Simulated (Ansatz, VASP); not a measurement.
# One calculation of AlN, two programs

```
Al N
1.0
     0.00000    2.21273    2.21273
     2.21273    0.00000    2.21273
     2.21273    2.21273    0.00000
Al N
1 1
Cartesian
  0.0000 0.0000 0.0000
  1.1064 1.1064 1.1064
```

Alike in both runs: task single point; functional BLYP; k mesh 10 × 10 × 10; occupations fermi-dirac, width 0.05 eV; no spin polarisation.

|  | VASP | Ansatz |
| --- | --- | --- |
| version | VASP 6.6.1 | Ansatz 0.2.0 |
| potentials or method | VASP PAW PBE potentials, release 64 (Al, N) | Ansatz PAW |
| plane-wave cutoff (eV) | 520 | 420 |
| valence electrons in the cell | 8 | 8 |

|  | VASP | Ansatz | Ansatz less VASP |
| --- | --- | --- | --- |
| gap on the k mesh at the Fermi level (eV) | 3.65 | 3.66 | +0.015 |
| least direct gap on the mesh (eV) | 4.13 | 4.13 | +0.007 |
| pressure (GPa) | 0.3 | -0.1 | -0.39 |

VASP's potentials were made for PBE, not for BLYP.
